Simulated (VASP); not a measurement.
**Ni: single point with PBEsol**

Ni:

```xyz
2
Lattice="2.4480 0.0000 0.0000 -1.2240 2.1201 0.0000 0.0000 0.0000 4.0728" Properties=species:S:1:pos:R:3 pbc="T T T"
Ni    0.0000    1.4134    1.0182
Ni    1.2240    0.7067    3.0546
```

```
Program                : VASP 6.6.1
Task                   : single point
Functional             : PBEsol
Potentials or basis    : VASP PAW PBE potentials, release 64 (Ni)
Cutoff                 : 520 eV
k mesh                 : 14 × 14 × 8
Occupations            : fermi-dirac, width 0.15 eV
Spin                   : collinear spin, antiferromagnetic start
Starting moments       : [1.5, -1.5] μB
Dipole correction      : no
Further INCAR settings : ALGO = Normal; EDIFF = 1e-06; NBANDS = 21
```

| Quantity | Value |
| --- | --- |
| Pressure | -3.2 GPa |
| Band gap on the k mesh | zero (filled and empty bands overlap) |
| Net moment | 0.00 μB per cell |
| Valence electrons inside the program's atomic spheres | Ni 9.37 |

Stress tensor (GPa, compression positive):
```
-2.05  0.00  0.00
 0.00 -2.05  0.00
 0.00  0.00 -5.51
```

Levels at points of the mesh, in eV from the Fermi level:
Spin up:
```tsv
k point	band 7	band 8	band 9	band 10	band 11	band 12	band 13	band 14
(0.00, 0.00, 0.00)	-1.67	-1.17	-1.17	-0.50	-0.21	-0.21	5.91	23.11
(0.50, 0.00, 0.00)	-1.66	-0.05	-0.04	0.07	1.57	3.48	9.57	10.12
(0.00, 0.00, 0.50)	-1.97	-1.97	-0.51	-0.51	-0.51	-0.51	14.38	14.38
(0.50, 0.00, 0.50)	-0.56	-0.56	0.02	0.02	1.64	1.64	7.30	7.30
```
Spin down:
| k point | band 7 | band 8 | band 9 | band 10 | band 11 | band 12 | band 13 | band 14 |
| --- | --- | --- | --- | --- | --- | --- | --- | --- |
| (0.00, 0.00, 0.00) | -1.67 | -1.17 | -1.17 | -0.50 | -0.21 | -0.21 | 5.91 | 23.11 |
| (0.50, 0.00, 0.00) | -1.66 | -0.05 | -0.04 | 0.07 | 1.57 | 3.48 | 9.57 | 10.12 |
| (0.00, 0.00, 0.50) | -1.97 | -1.97 | -0.51 | -0.51 | -0.51 | -0.51 | 14.38 | 14.38 |
| (0.50, 0.00, 0.50) | -0.56 | -0.56 | 0.02 | 0.02 | 1.64 | 1.64 | 7.30 | 7.30 |

It took 68 s on 1 thread of Intel(R) Xeon(R) Platinum 8375C CPU @ 2.90GHz (Ice Lake), on a shared host, peak memory 0.19 GiB.

Caveat: the starting moments collapsed, and a magnetic state may lie lower; the PAW data sets were made with another functional, which shifts forces and pressure a little.
